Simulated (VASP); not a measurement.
A run of VASP 6.6.1 is set up as follows.

Contents of INCAR:

```
SYSTEM = TiO2
PREC = Accurate
ENCUT = 600
EDIFF = 1E-6
ISMEAR = 0
SIGMA = 0.02
LREAL = .FALSE.
LASPH = .TRUE.
NELM = 100
ALGO = Normal
ISIF = 3
LWAVE = .FALSE.
LCHARG = .FALSE.
GGA = PE
IBRION = 2
NSW = 100
EDIFFG = -0.002
```

Contents of KPOINTS:

```
Automatic mesh
0
G
  10 10 10
  0 0 0
```

Contents of POSCAR:

```
TiO2
1.0
   -1.8912698400      1.8912698400      4.8075107900
    1.8912698400     -1.8912698400      4.8075107900
    1.8912698400      1.8912698400     -4.8075107900
Ti O
2 4
Direct
    0.0000000000      0.0000000000      0.0000000000
    0.7500000000      0.2500000000      0.5000000000
    0.9571521200      0.4571521200      0.5000000000
    0.2071521200      0.2071521200      0.0000000000
    0.5428478800      0.0428478800      0.5000000000
    0.7928478800      0.7928478800      0.0000000000
```

Potentials or basis: VASP PAW PBE potentials, release 64 (Ti_sv, O).

Launch:

```bash
$ cat potpaw_PBE.64/Ti_sv/POTCAR potpaw_PBE.64/O/POTCAR > POTCAR
$ mpirun -np 1 vasp_std > vasp.out
```

(1) What does it give for the relaxed cell?

(2) What does it give for the space group after relaxing (to 0.05 Å)?

(3) What does it give for the band gap on the k mesh?

(4) What does it give for the relaxed volume?

Answers

(1) a = 5.547 Å, b = 5.547 Å, c = 5.547 Å, α = 139.92°, β = 139.92°, γ = 57.97°.

(2) I4_1/amd (No. 141).

(3) 2.11 eV, indirect (least direct gap 2.40 eV).

(4) 11.69 Å³/atom.
